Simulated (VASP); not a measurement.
Input of a VASP 6.6.1 run:

The input INCAR:

```
SYSTEM = Cu
PREC = Accurate
ENCUT = 520
EDIFF = 1E-7
ISMEAR = 1
SIGMA = 0.6
LREAL = .FALSE.
LASPH = .TRUE.
NELM = 60
ALGO = Normal
ISIF = 2
LWAVE = .FALSE.
LCHARG = .TRUE.
LELF = .TRUE.
LVHAR = .TRUE.
NBANDS = 12
```

File KPOINTS:

```
regular mesh
0
G
  15 15 15
  0 0 0
```

Contents of POSCAR:

```
Cu
1.0
    0.0000000000      1.7588202533      1.7588202533
    1.7588202533      0.0000000000      1.7588202533
    1.7588202533      1.7588202533      0.0000000000
Cu
1
Direct
    0.0000000000      0.0000000000      0.0000000000
```

Potentials or basis: VASP PAW LDA potentials, release 64 (Cu).

Launch:

```bash
$ cat potpaw_LDA.64/Cu/POTCAR > POTCAR
$ mpirun -np 1 vasp_std > vasp.out
```

Task: What does it give for the pressure?

Result: 0.9 GPa.
